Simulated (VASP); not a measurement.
# PC2 (R-3m) in VASP: a series of runs, part 2 of 2

VASP 6.6.1. Earlier steps stand in the parts before.

### 3 Relaxation of cell and atoms, PBE

This run uses another cell than the first one, of 13.85 Å³/atom, 1.279 times its volume.

Input file INCAR:

```
SYSTEM = PC2
ALGO = Normal
EDIFF = 1E-7
EDIFFG = -0.08
ENCUT = 600
GGA = PE
IBRION = 2
ISIF = 3
ISMEAR = 0
LASPH = .TRUE.
LCHARG = .FALSE.
LREAL = .FALSE.
LWAVE = .FALSE.
NELM = 60
NSW = 36
PREC = Accurate
SIGMA = 0.2
```

Input file KPOINTS:

```
k-points
0
G
  8 8 8
  0 0 0
```

Input file POSCAR:

```
PC2
1.0
    1.4834904500      0.8564936100      5.4484079800
   -1.4834904500      0.8564936100      5.4484079800
    0.0000000000     -1.7129872300      5.4484079800
P C
1 2
Direct
    0.0000000000      0.0000000000      0.0000000000
    0.2500000000      0.2500000000      0.2500000000
    0.7500000000      0.7500000000      0.7500000000
```

Potentials or basis: VASP PAW PBE potentials, release 64 (P, C).

Started as:

```
$ cat potpaw_PBE.64/P/POTCAR potpaw_PBE.64/C/POTCAR > POTCAR
$ mpirun -np 1 vasp_std > vasp.out
```

OUTCAR:

```text
SYSTEM = PC2
   EDIFF = 1E-7
   EDIFFG = -0.08
   ENCUT = 600
   GGA = PE
   IBRION = 2
   ISIF = 3
   ISMEAR = 0
   LASPH = .TRUE.
   LREAL = .FALSE.
   NELM = 60
   NSW = 36
   PREC = Accurate

 ion  position               nearest neighbor table
   1  0.000  0.000  0.000-   3 2.19   3 2.19   2 2.19   2 2.19   3 2.19   2 2.19
   2  0.250  0.250  0.250-   1 2.19   1 2.19   1 2.19
   3  0.750  0.750  0.750-   1 2.19   1 2.19   1 2.19

  LATTYP: Found a trigonal (rhomboedric) cell.
 ALAT       =     5.7113461404
 COS(alpha) =     0.8650656430

  Lattice vectors:

 A1 = (   1.4834904500,   0.8564936100,   5.4484079800)
 A2 = (  -1.4834904500,   0.8564936100,   5.4484079800)
 A3 = (   0.0000000000,  -1.7129872300,   5.4484079800)

Analysis of symmetry for initial positions (statically):
=====================================================================
 Subroutine PRICEL returns:
 Original cell was already a primitive cell.

 Routine SETGRP: Setting up the symmetry group for a
 trigonal (rhombohedral) supercell.

 Subroutine GETGRP returns: Found 12 space group operations
 (whereof 12 operations were pure point group operations)
 out of a pool of 12 trial point group operations.

The static configuration has the point symmetry D_3d.
[... 275 lines left out ...]

--------------------------------------- Ionic step        8  -------------------------------------------

 number of electron      13.0000000 magnetization

------------------------ aborting loop because EDIFF is reached ----------------------------------------
[... 69 lines left out ...]
--------------------------------------- Ionic step       10  -------------------------------------------

 number of electron      13.0000000 magnetization

 Free energy of the ion-electron system (eV)
  ---------------------------------------------------
  ext. energy  EPLUGINS =         0.00000000
  ---------------------------------------------------
  free energy    TOTEN  =       -17.70692605 eV

  energy without entropy =      -17.68049306  energy(sigma->0) =      -17.69370956

 E-fermi :   6.6895     XC(G=0): -11.1023

 val. band max:        6.6728501688   @ k =  -0.2500  -0.3750   0.1250
 cond. band min:       6.6973235608   @ k =  -0.3750   0.2500   0.1250
 fundamental gap:      0.0244733920
 Fermi energy:         6.6895170877

 k-point     1 :       0.0000    0.0000    0.0000
  band No.  band energies     occupation
      1     -11.8436      2.00000
      2      -3.2610      2.00000
      3       1.7375      2.00000
      4       5.1310      2.00000
      5       5.1310      2.00000
      6       5.1444      2.00000
      7       5.1444      2.00000
      8       9.4842      0.00000
      9      11.5528      0.00000
     10      12.2355      0.00000
[... 287 lines left out ...]
 k-point    24 :       0.3750    0.1250    0.1250
  band No.  band energies     occupation
      1     -10.5234      2.00000
      2      -3.3126      2.00000
      3      -0.5151      2.00000
      4       2.4645      2.00000
      5       3.8876      2.00000
      6       4.0226      2.00000
      7       6.8078      0.40303
      8       8.2638      0.00000
      9      11.5667      0.00000
     10      13.8738      0.00000

 [... further k-points ...]
[... 5 lines left out ...]
  --------------------------------------------------------------------------------------
  -------------------------------------------------------------------------------------
  Total       -0.0649566     -0.0649566      0.1098886      0.0000000     -0.0000000      0.0000000
  in kB       -3.3526177     -3.3526178      5.6716970      0.0000000     -0.0000000      0.0000000
  external PRESSURE =      -0.3445128 kB  Pullay stress =       0.0000000 kB
[... 18 lines left out ...]
  FREE ENERGIE OF THE ION-ELECTRON SYSTEM (eV)
  ---------------------------------------------------
  free  energy   TOTEN  =       -17.7069260481 eV

  energy  without entropy=      -17.6804930634  energy(sigma->0) =      -17.69370956

 reached required accuracy - stopping structural energy minimisation
```

OSZICAR:

```text
N       E                     dE             d eps       ncg     rms          rms(c)
DAV:   1     0.316074490552E+02    0.31607E+02   -0.61463E+03  1300   0.119E+03
[... 94 lines left out ...]
DAV:   1    -0.177089646317E+02   -0.60921E-02   -0.18033E-01  1324   0.421E+00    0.369E-01
DAV:   2    -0.177074985826E+02    0.14660E-02   -0.47363E-03  1572   0.559E-01    0.235E-01
DAV:   3    -0.177069398060E+02    0.55878E-03   -0.11178E-03  1440   0.238E-01    0.299E-02
DAV:   4    -0.177069263351E+02    0.13471E-04   -0.25313E-05  1736   0.439E-02    0.206E-02
DAV:   5    -0.177069254880E+02    0.84710E-06   -0.42695E-06  1502   0.170E-02    0.875E-03
DAV:   6    -0.177069259991E+02   -0.51116E-06   -0.47660E-07  1470   0.592E-03    0.102E-03
DAV:   7    -0.177069260481E+02   -0.48939E-07   -0.18087E-08   786   0.128E-03
  10 F= -.17706926E+02 E0= -.17693710E+02  d E =-.424372E-02
```

It took 11 min on 1 thread of Intel Xeon Platinum 8488C (Sapphire Rapids), shared host; peak memory 0.35 GiB.

Results:

| Item | Value |
| --- | --- |
| Free energy | -17.7069 eV |
| Relaxed volume | 10.35 Å³/atom |
| Relaxed cell | a = 4.437 Å, b = 4.437 Å, c = 4.437 Å, α = 38.95°, β = 38.95°, γ = 38.95° |
| Space group after relaxing (to 0.05 Å) | R-3m (No. 166) |
| Energy gained by relaxing | 797.0 meV/atom |
| Ionic steps | 10 |
| Pressure after relaxing | 0.0 GPa |
| Largest force after relaxing | 0.016 eV/Å |

Forces in eV/Å, atoms in the order of the input:
```
P    0.000  0.000  0.000
C    0.000  0.000  0.016
C    0.000  0.000 -0.016
```

Stress tensor (GPa, compression positive):
```
-0.34  0.00  0.00
 0.00 -0.34  0.00
 0.00  0.00  0.57
```

The path:
```
step  energy change (eV)  largest force (eV/Å)  pressure (GPa)  volume (Å³)
   1              0.0000                2.8081          -23.35        41.54
   2             -1.9243                0.6700            5.97        30.44
   3             -1.9324                0.4864            9.47        29.97
   4             -2.3599                0.0124            4.57        30.52
   5             -2.3824                0.0736            3.61        30.59
   6             -2.3653                0.4090            1.25        30.70
   7             -2.3870                0.1539            2.82        30.63
   8             -2.3868                0.1745            2.67        30.64
   9             -2.3870                0.1938           -2.53        31.44
  10             -2.3910                0.0164           -0.03        31.04
```

Final structure:
```
P C
1.0
     1.47929    0.85407    4.09499
    -1.47929    0.85407    4.09499
     0.00000   -1.70814    4.09499
P C
1 2
Direct
  0.00000 0.00000 0.00000
  0.26373 0.26373 0.26373
  0.73627 0.73627 0.73627
```

Levels at points of the mesh, in eV from the Fermi level:
```tsv
k point	band 3	band 4	band 5	band 6	band 7	band 8	band 9	band 10
(0.00, 0.00, 0.00)	-4.95	-1.56	-1.56	-1.55	-1.55	2.79	4.86	5.55
(0.50, 0.00, 0.00)	-6.81	-5.53	-5.28	-1.35	-0.73	-0.03	3.69	7.37
(0.50, 0.50, 0.00)	-7.33	-6.54	-5.48	-0.19	0.07	0.60	4.38	9.26
(0.50, 0.50, 0.50)	-1.76	-1.76	-1.40	-1.40	-0.53	0.28	4.49	5.94
```

Caveat: the volume moved by over 15 % at a fixed basis, so the end points are rough; the relaxation stopped at a loose force limit of 0.08 eV/Å, so its end isn't a converged minimum.
